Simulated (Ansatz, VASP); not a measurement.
**CdSi2: VASP beside Ansatz**

```
Cd Si
1.0
     3.74954    0.00000    0.00000
    -1.87477    3.24720    0.00000
     0.00000    0.00000    4.96965
Cd Si
1 2
Direct
  0.00000 0.00000 0.00000
  0.33333 0.66667 0.40266
  0.66667 0.33333 0.59734
```

Alike in both runs: functional PBE; k mesh 15 × 15 × 8; occupations gaussian, width 0.1 eV; no spin polarisation.

Ansatz relaxed the structure, and its values are those at the end. VASP's run is a single point on that final structure, the one shown.

|  | VASP | Ansatz |
| --- | --- | --- |
| version | VASP 6.6.1 | Ansatz 0.2.0 |
| potentials or method | VASP PAW PBE potentials, release 64 (Cd, Si), cutoff 520 eV | scalar-relativistic, plane waves, PAW |
| valence electrons in the cell | 20 | 28 |

Ansatz gave:

| Item | Value |
| --- | --- |
| gap on the k mesh at the Fermi level (eV) | none |
| pressure (GPa) | 0.0 |
| rms of the force components (eV/Å) | 0.000 |

Question: Which values does VASP return?

Answer: gap on the k mesh at the Fermi level (eV): none; pressure (GPa): 0.1; rms of the force components (eV/Å): 0.010.

A gap of «none» marks a metal or a gap that the smearing closes. With one functional, cell and mesh, what is left measures potentials, basis and numerics. VASP's potentials hold 20 valence electrons a cell and Ansatz's 28, so a difference there can come from the potentials and not from the codes.
